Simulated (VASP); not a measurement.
A run of VASP 6.6.1 is set up as follows.

POSCAR

```
Mg
1.0
    0.0000000000      3.5637237650      3.5637237650
    3.5637237650      0.0000000000      3.5637237650
    3.5637237650      3.5637237650      0.0000000000
Mg
2
Direct
    0.1250000000      0.1250000000      0.1250000000
    0.8750000000      0.8750000000      0.8750000000
```

File INCAR.step1:

```
SYSTEM = Mg
ALGO = Normal
EDIFF = 1E-4
ENCUT = 520
GGA = PE
ISMEAR = -1
LASPH = .TRUE.
LCHARG = .FALSE.
LREAL = .FALSE.
LWAVE = .TRUE.
NBANDS = 9
NELM = 60
PREC = Accurate
SIGMA = 0.1
```

INCAR.step2

```
SYSTEM = Mg
ALGO = Normal
EDIFF = 1E-6
ENCUT = 520
ISIF = 2
ISMEAR = -1
ISTART = 1
LASPH = .TRUE.
LCHARG = .FALSE.
LMIXTAU = .TRUE.
LREAL = .FALSE.
LWAVE = .FALSE.
METAGGA = R2SCAN
NBANDS = 9
NELM = 60
PREC = Accurate
SIGMA = 0.1
```

File KPOINTS:

```
k-points
0
G
  9 9 9
  0 0 0
```

Potentials or basis: VASP PAW PBE potentials, release 64 (Mg).

The run is started by

```sh
$ cat potpaw_PBE.64/Mg/POTCAR > POTCAR
$ cp INCAR.step1 INCAR
$ mpirun -np 1 vasp_std > vasp.out
$ cp INCAR.step2 INCAR
$ mpirun -np 1 vasp_std > vasp.out
```

Estimate the band gap on the k mesh.

zero (band 2 reaches 2.87 eV, above the bottom of band 3 at -0.61 eV).

Estimate the pressure.

-1.1 GPa.

Caveat: the PAW data sets were made with another functional, which shifts forces and pressure a little.
